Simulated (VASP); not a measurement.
# MoS2 in VASP: a series of runs, part 3 of 3

VASP 6.6.1. Earlier steps stand in the parts before.

**5. Single point, LDA+U**

This run uses another cell than the first one.

The input, INCAR:

```
SYSTEM = MoS2
PREC = Accurate
ENCUT = 520
EDIFF = 1E-6
ISMEAR = -1
SIGMA = 0.05
LREAL = .FALSE.
LASPH = .TRUE.
NELM = 150
ALGO = Normal
ISIF = 2
LWAVE = .FALSE.
LCHARG = .FALSE.
LMAXMIX = 4
LDAU = .TRUE.
LDAUTYPE = 2
LDAUL = 2 -1
LDAUU = 5 0
LDAUJ = 0 0
LDAUPRINT = 1
GGA = CA
NBANDS = 35
```

The input, KPOINTS:

```
regular mesh
0
G
  10 10 2
  0 0 0
```

The input, POSCAR:

```
MoS2
1.0
    3.1227963410      0.0000000000      0.0000000000
   -1.5613981705      2.7044209621      0.0000000000
    0.0000000000      0.0000000000     21.3415714698
Mo S
2 4
Direct
    0.3333333333      0.6666666667      0.8590703963
    0.6666666667      0.3333333333      0.1409296037
    0.6666666667      0.3333333333      0.7864411845
    0.3333333333      0.6666666667      0.0681595716
    0.6666666667      0.3333333333      0.9318404284
    0.3333333333      0.6666666667      0.2135588155
```

On the command line:

```
> cat potpaw_LDA.64/Mo_sv/POTCAR potpaw_LDA.64/S/POTCAR > POTCAR
> mpirun -np 1 vasp_std > vasp.out
```

Wall time 2.3 min (1 thread of Oxide Virtual Turin-like, shared host); peak memory 0.28 GiB.

It converged, with:

```yaml
Free_energy: -36.8138 eV
Largest_force: 0.397 eV/Å
Band_gap_on_the_k_mesh: 1.26 eV (least direct gap 1.97 eV)
```

Forces in eV/Å, atoms in the order of the input:
```
Mo   0.000  0.000  0.000
Mo   0.000  0.000  0.000
S    0.000  0.000 -0.397
S    0.000  0.000 -0.386
S    0.000  0.000  0.386
S    0.000  0.000  0.397
```

Levels at points of the mesh, in eV from the valence-band top:
```csv
k point,band 23,band 24,band 25,band 26,band 27,band 28,band 29,band 30
"(0.00, 0.00, 0.00)",-1.90,-1.86,-0.84,0.00,2.43,2.43,2.45,2.45
"(0.50, 0.00, 0.00)",-1.50,-1.37,-1.29,-1.21,1.99,2.02,2.35,2.52
"(0.00, 0.00, 0.50)",-1.90,-1.86,-0.84,0.00,2.43,2.43,2.45,2.45
"(0.50, 0.00, 0.50)",-1.50,-1.37,-1.29,-1.21,1.99,2.02,2.35,2.52
```

Eigenvalues of the final occupation matrices:
```csv
site,spin,trace,eigenvalues
site 1 d,1,1.99,0.38 0.38 0.40 0.40 0.43
site 1 d,2,1.99,0.38 0.38 0.40 0.40 0.43
site 2 d,1,1.99,0.38 0.38 0.40 0.40 0.43
site 2 d,2,1.99,0.38 0.38 0.40 0.40 0.43
```

Caveat: there is no dipole correction, which matters where the two faces differ.

**6. Relaxation of cell and atoms, LDA+U**

This run uses another cell than the first one.

The input, INCAR:

```
ALGO = Normal
EDIFF = 1E-6
EDIFFG = -0.01
ENCUT = 600
IBRION = 2
ISIF = 3
ISMEAR = -1
LASPH = True
LCHARG = False
LDAU = True
LDAUJ = 0 0
LDAUL = 2 -1
LDAUPRINT = 1
LDAUTYPE = 2
LDAUU = 6 0
LMAXMIX = 4
LREAL = False
LWAVE = False
NELM = 150
NSW = 60
PREC = Accurate
SIGMA = 0.05
```

The input, KPOINTS:

```
k-points
0
Gamma
  10 10 2
```

The input, POSCAR:

```
MoS2
1.0
    3.1845414560      0.0000000000      0.0000000000
   -1.5922707280      2.7578938003      0.0000000000
    0.0000000000      0.0000000000     21.6705347200
Mo S
2 4
Direct
    0.3333333333      0.6666666667      0.8511602300
    0.6666666667      0.3333333333      0.1488397700
    0.6666666667      0.3333333333      0.7796253900
    0.3333333333      0.6666666667      0.0772510000
    0.6666666667      0.3333333333      0.9227490000
    0.3333333333      0.6666666667      0.2203746100
```

Potentials or basis: VASP PAW LDA potentials, release 64 (Mo_sv, S).

On the command line:

```
> cat potpaw_LDA.64/Mo_sv/POTCAR potpaw_LDA.64/S/POTCAR > POTCAR
> mpirun -np 1 vasp_std > vasp.out
```

It took 84 min on 1 thread of Oxide Virtual Turin-like, shared host; peak memory 0.38 GiB.

The run converged. Its results:

| Item | Value |
| --- | --- |
| Free energy | -34.4614 eV |
| Relaxed cell | a = 3.148 Å, b = 3.148 Å, c = 20.576 Å, α = 90.00°, β = 90.00°, γ = 120.00° |
| Space group after relaxing (to 0.1 Å) | P-3m1 (No. 164) |
| Energy gained by relaxing | 8.6 meV/atom |
| Ionic steps | 17 |
| Band gap on the k mesh | 1.26 eV (least direct gap 1.86 eV) |

Forces on the atoms (eV/Å):
```
Mo   0.000  0.000 -0.002
Mo   0.000  0.000  0.002
S    0.000  0.000 -0.002
S    0.000  0.000  0.001
S    0.000  0.000 -0.001
S    0.000  0.000  0.002
```

The path:
```
step  energy change (eV)  largest force (eV/Å)  pressure (GPa)  volume (Å³)
   1              0.0000                0.1431           -1.09       190.32
   2             -0.0143                0.3370            1.22       184.45
   3             -0.0209                0.2654            0.36       186.53
   4             -0.0217                0.1633           -0.46       186.71
   5             -0.0255                0.0690           -0.08       186.63
   6             -0.0267                0.0737           -0.07       186.30
   7             -0.0302                0.0880           -0.04       185.31
   8             -0.0367                0.1176            0.04       183.34
   9             -0.0463                0.1764            0.25       179.40
  10             -0.0343                0.3892            1.01       171.56
  11             -0.0475                0.2377            0.50       177.51
  12             -0.0481                0.2181            0.46       177.44
  13             -0.0497                0.1603            0.31       177.23
  14             -0.0514                0.0848            0.04       176.80
  15             -0.0515                0.0635           -0.05       176.67
  16             -0.0516                0.0482           -0.04       176.64
  17             -0.0517                0.0025            0.02       176.57
```

Final structure:
```yaml
crystal:
  lattice:
    - [3.14787, 0.00000, 0.00000]
    - [-1.57393, 2.72613, 0.00000]
    - [0.00000, 0.00000, 20.57567]
  atoms:
    - { symbol: Mo, position: [0.33333, 0.66667, 0.85320] }
    - { symbol: Mo, position: [0.66667, 0.33333, 0.14680] }
    - { symbol: S, position: [0.66667, 0.33333, 0.77711] }
    - { symbol: S, position: [0.33333, 0.66667, 0.07056] }
    - { symbol: S, position: [0.66667, 0.33333, 0.92944] }
    - { symbol: S, position: [0.33333, 0.66667, 0.22289] }
```

Levels at points of the mesh, in eV from the valence-band top:
```tsv
k point	band 24	band 25	band 26	band 27	band 28	band 29
(0.00, 0.00, 0.00)	-1.78	-0.81	0.00	2.41	2.41	2.44
(0.50, 0.00, 0.00)	-1.33	-1.26	-1.18	1.98	2.01	2.29
(0.00, 0.00, 0.50)	-1.78	-0.81	0.00	2.41	2.41	2.44
(0.50, 0.00, 0.50)	-1.33	-1.26	-1.18	1.98	2.01	2.29
```

Eigenvalues of the final occupation matrices:
```
    site  spin  trace               eigenvalues
site 1 d     1   1.95  0.37 0.37 0.39 0.39 0.43
site 1 d     2   1.95  0.37 0.37 0.39 0.39 0.43
site 2 d     1   1.95  0.37 0.37 0.39 0.39 0.43
site 2 d     2   1.95  0.37 0.37 0.39 0.39 0.43
```

Caveat: there is no dipole correction, which matters where the two faces differ.

**7. Overview**

| task | level | potentials or basis | U | cell | cutoff (eV) | gap on the mesh (eV) | largest force (eV/Å) |
| --- | --- | --- | --- | --- | --- | --- | --- |
| single point | PBEsol+U | VASP PAW PBE potentials, release 64 (Mo_sv, S) | Mo d U = 3.0 eV | a = 3.141, b = 3.141, c = 21.554 Å, angles 90.0, 90.0, 120.0°, 6 atoms, atomic positions A | 520 | 1.45 | 0.21 |
| single point | LDA+U | VASP PAW LDA potentials, release 64 (Mo_sv, S) | Mo d U = 3.0 eV | a = 3.121, b = 3.121, c = 21.350 Å, angles 90.0, 90.0, 120.0°, 6 atoms, atomic positions B | 520 | 1.25 | 0.24 |
| single point | LDA+U | VASP PAW LDA potentials, release 64 (Mo_sv, S) | Mo d U = 4.0 eV | a = 3.122, b = 3.122, c = 21.347 Å, angles 90.0, 90.0, 120.0°, 6 atoms, atomic positions C | 520 | 1.25 | 0.31 |
| single point | LDA+U | VASP PAW LDA potentials, release 64 (Mo_sv, S) | Mo d U = 5.0 eV | a = 3.123, b = 3.123, c = 21.342 Å, angles 90.0, 90.0, 120.0°, 6 atoms, atomic positions D | 520 | 1.26 | 0.40 |
| relaxation of cell and atoms | LDA+U | VASP PAW LDA potentials, release 64 (Mo_sv, S) | Mo d U = 6.0 eV | relaxed from a = 3.185, b = 3.185, c = 21.671 Å, angles 90.0, 90.0, 120.0°, 6 atoms, atomic positions E | 600 | 1.26 | - |

Alike in all rows: no spin polarisation; k mesh 10 × 10 × 2; smearing fermi-dirac 0.05 eV.

Caveats: there is no dipole correction, which matters where the two faces differ; the PAW data sets were made with another functional, which shifts forces and pressure a little (at least some runs).

Total energies depend on the potentials used, so only differences within one code and one set of settings carry meaning.
